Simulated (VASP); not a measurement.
# HoO3 (P-3m1) in VASP: further runs, part 3 of 3

VASP 6.6.1. Earlier steps stand in the parts before.

## 5. Single point, PBE

This run uses another cell than the first one, of 13.64 Å³/atom.

INCAR

```
ALGO     = Normal         # electronic algorithm
EDIFF    = 1E-6           # SCF threshold, eV
ENCUT    = 600            # plane-wave cutoff, eV
GGA      = PE             # functional
GGA_COMPAT= F            
ISIF     = 2              # what is computed and relaxed
ISMEAR   = 0              # smearing method
LASPH    = T              # aspherical terms in the spheres
LCHARG   = T              # write CHGCAR
LELF     = T              # ELF
LMAXMIX  = 6              # l up to which the mixer works
LREAL    = F              # projectors in reciprocal space
LVHAR    = T            
LWAVE    = F              # write WAVECAR
NBANDS   = 22             # bands
NELM     = 200            # most SCF steps
PREC     = Accurate       # precision mode
SIGMA    = 0.1            # smearing width, eV
```

KPOINTS

```
k-points
0
Gamma
  12 12 10
```

POSCAR

```
HoO3
1.0
    3.7400031287      0.0000000000      0.0000000000
   -1.8700015643      3.2389377197      0.0000000000
    0.0000000000      0.0000000000      4.5030749231
Ho O
1 3
Direct
    0.0000000000      0.0000000000      0.5000000000
    0.3333333333      0.6666666667      0.6820470007
    0.6666666667      0.3333333333      0.3179529993
    0.0000000000      0.0000000000      0.0000000000
```

The run is started by

```bash
> cat potpaw_PBE.64/Ho_3/POTCAR potpaw_PBE.64/O/POTCAR > POTCAR
> mpirun -np 1 vasp_std > vasp.out
```

Wall time 2.4 min (1 thread of Intel Xeon 6975P-C (Granite Rapids), shared host); peak memory 0.33 GiB.

It converged, with:

- Free energy: -24.5799 eV
- Pressure: 0.8 GPa
- Largest force: 0.052 eV/Å
- Band gap on the k mesh: zero (an odd number of electrons rules out a gap without spin polarisation)

Forces in eV/Å, atoms in the order of the input:
```
Ho   0.000  0.000  0.000
O    0.000  0.000  0.052
O    0.000  0.000 -0.052
O    0.000  0.000  0.000
```

Stress tensor (GPa, compression positive):
```
0.67 0.00 0.00
0.00 0.67 0.00
0.00 0.00 0.97
```

Levels at points of the mesh, in eV from the Fermi level:
```
           k point  band 11  band 12  band 13  band 14  band 15  band 16
(0.00, 0.00, 0.00)    -1.23    -1.23     0.11     0.11     0.16     7.02
(0.50, 0.00, 0.00)    -1.56    -0.68    -0.34    -0.11     0.62     6.50
(0.00, 0.00, 0.50)    -0.95    -0.83    -0.83    -0.45    -0.45     7.85
(0.50, 0.00, 0.50)    -1.21    -0.85    -0.23     0.07     0.14     7.38
```

Caveat: spin-orbit coupling is left out, which moves the levels of the heavy elements; the 4f electrons are frozen in the core, so they carry no moment and show no levels; an odd number of electrons without spin polarisation forces a metal; a magnetic or distorted state may lie lower; the run has no spin polarisation, though such a crystal can be magnetic.

## 6. Relaxation of cell and atoms, PBE

This run uses another cell than the first one, of 13.62 Å³/atom.

INCAR

```
SYSTEM = HoO3
ALGO = Normal ; EDIFF = 1E-7
EDIFFG = -0.01 ; ENCUT = 600
GGA = PE ; GGA_COMPAT = .FALSE.
IBRION = 2 ; ISIF = 3
ISMEAR = 0 ; LASPH = .TRUE.
LCHARG = .FALSE. ; LMAXMIX = 6
LREAL = .FALSE. ; LWAVE = .FALSE.
NELM = 200 ; NELMIN = 4
NSW = 100 ; PREC = Accurate
SIGMA = 0.1
```

KPOINTS

```
k-points
0
G
  12 12 10
  0 0 0
```

POSCAR

```
HoO3
1.0
    3.7398425241      0.0000000000      0.0000000000
   -1.8699212620      3.2387986320      0.0000000000
    0.0000000000      0.0000000000      4.4985867262
Ho O
1 3
Direct
    0.0000000000      0.0000000000      0.5000000000
    0.3333333333      0.6666666667      0.6825041984
    0.6666666667      0.3333333333      0.3174958016
    0.0000000000      0.0000000000      0.0000000000
```

Potentials or basis: VASP PAW PBE potentials, release 64 (Ho_3, O), 4f in core.

The run is started by

```bash
> cat potpaw_PBE.64/Ho_3/POTCAR potpaw_PBE.64/O/POTCAR > POTCAR
> mpirun -np 1 vasp_std > vasp.out
```

It took 3.4 min on 1 thread of Intel Xeon 6975P-C (Granite Rapids), shared host; peak memory 0.32 GiB.

It converged, with:

```
Free energy                           : -24.5807 eV
Relaxed volume                        : 13.71 Å³/atom
Relaxed cell                          : a = 3.746 Å, b = 3.746 Å, c = 4.513 Å, α = 90.00°, β = 90.00°, γ = 120.00°
Space group after relaxing (to 0.1 Å) : P-3m1 (No. 164)
Energy gained by relaxing             : 0.3 meV/atom
Ionic steps                           : 3
Pressure after relaxing               : 0.0 GPa
Band gap on the k mesh                : zero (an odd number of electrons rules out a gap without spin polarisation)
```

Stress tensor (GPa, compression positive):
```
-0.07  0.00  0.00
 0.00 -0.07  0.00
 0.00  0.00  0.03
```

Step by step:
| step | energy change (eV) | largest force (eV/Å) | pressure (GPa) | volume (Å³) |
| --- | --- | --- | --- | --- |
| 1 | 0.0000 | 0.0445 | 0.86 | 54.49 |
| 2 | -0.0007 | 0.0281 | -0.51 | 55.07 |
| 3 | -0.0011 | 0.0007 | -0.03 | 54.85 |

Final structure:
```cif
data_structure
_symmetry_space_group_name_H-M 'P 1'
_symmetry_Int_Tables_number 1
_cell_length_a 3.7462
_cell_length_b 3.7462
_cell_length_c 4.5130
_cell_angle_alpha 90.000
_cell_angle_beta 90.000
_cell_angle_gamma 120.000
_cell_volume 54.85
loop_
_atom_site_label
_atom_site_type_symbol
_atom_site_fract_x
_atom_site_fract_y
_atom_site_fract_z
_atom_site_occupancy
Ho1 Ho 0.00000 0.00000 0.50000 1
O1 O 0.33333 0.66667 0.68280 1
O2 O 0.66667 0.33333 0.31720 1
O3 O 0.00000 0.00000 0.00000 1
```

Levels at points of the mesh, in eV from the Fermi level:
```csv
k point,band 11,band 12,band 13,band 14,band 15,band 16
"(0.00, 0.00, 0.00)",-1.23,-1.23,0.11,0.11,0.16,6.99
"(0.50, 0.00, 0.00)",-1.55,-0.68,-0.35,-0.10,0.62,6.48
"(0.00, 0.00, 0.50)",-0.94,-0.82,-0.82,-0.46,-0.46,7.81
"(0.50, 0.00, 0.50)",-1.20,-0.84,-0.24,0.07,0.14,7.34
```

Caveat: spin-orbit coupling is left out, which moves the levels of the heavy elements; the 4f electrons are frozen in the core, so they carry no moment and show no levels; an odd number of electrons without spin polarisation forces a metal; a magnetic or distorted state may lie lower; the run has no spin polarisation, though such a crystal can be magnetic.

## 7. The runs side by side

| task | cell | k mesh | gap on the mesh (eV) | pressure (GPa) | relaxed volume (Å³/atom) | largest force (eV/Å) |
| --- | --- | --- | --- | --- | --- | --- |
| single point | a = 3.671, b = 3.671, c = 4.048 Å, angles 90.0, 90.0, 120.0°, 4 atoms, atomic positions A | 6 × 6 × 4 | none | 36.0 | - | 1.13 |
| single point | a = 3.740, b = 3.740, c = 4.499 Å, angles 90.0, 90.0, 120.0°, 4 atoms, atomic positions B | 6 × 6 × 4 | none | 0.8 | - | 0.05 |
| relaxation of cell and atoms | relaxed from a = 3.671, b = 3.671, c = 4.048 Å, angles 90.0, 90.0, 120.0°, 4 atoms, atomic positions A | 6 × 6 × 4 | none | 0.1 | 13.73 | 0.04 |
| single point | a = 3.740, b = 3.740, c = 4.503 Å, angles 90.0, 90.0, 120.0°, 4 atoms, atomic positions C | 12 × 12 × 10 | none | 0.8 | - | 0.05 |
| relaxation of cell and atoms | relaxed from a = 3.740, b = 3.740, c = 4.499 Å, angles 90.0, 90.0, 120.0°, 4 atoms, atomic positions B | 12 × 12 × 10 | none | 0.0 | 13.71 | - |

Alike in all rows: level PBE; potentials or basis VASP PAW PBE potentials, release 64 (Ho_3, O), 4f in core; no spin polarisation; cutoff (eV) 600; smearing gaussian 0.1 eV.

Caveats: some runs use coarse meshes; spin-orbit coupling is left out, which moves the levels of the heavy elements; the 4f electrons are frozen in the core, so they carry no moment and show no levels; an odd number of electrons without spin polarisation forces a metal; a magnetic or distorted state may lie lower; the run has no spin polarisation, though such a crystal can be magnetic; the volume moved by over 15 % at a fixed basis, so the end points are rough (at least some runs).

Total energies depend on the potentials used, so only differences within one code and one set of settings carry meaning.
